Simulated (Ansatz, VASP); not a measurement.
## One calculation of PbS, two programs

```
CELL_PARAMETERS angstrom
0.00000 2.96500 2.96500
2.96500 0.00000 2.96500
2.96500 2.96500 0.00000
ATOMIC_POSITIONS crystal
Pb 0.00000 0.00000 0.00000
S 0.50000 0.50000 0.50000
```

Alike in both runs: task electric field gradients; functional LDA; k mesh 7 × 7 × 7; occupations fermi-dirac, width 0.01 eV; no spin polarisation.

|  | VASP | Ansatz |
| --- | --- | --- |
| version | VASP 6.6.1 | Ansatz 0.2.0 |
| potentials or method | VASP PAW LDA potentials, release 64 (Pb_d, S), cutoff 520 eV | all-electron PAW with datasets made for the crystal, scalar-relativistic |

|  | VASP | Ansatz | Ansatz less VASP |
| --- | --- | --- | --- |
| pressure (GPa) | -2.6 | -2.6 | -0.04 |

LDA's correlation is that of Perdew and Zunger in VASP and of Perdew and Wang (1992) in Ansatz. Ansatz ran all-electron here, and VASP with PAW potentials.

Neither program's run includes spin-orbit coupling.
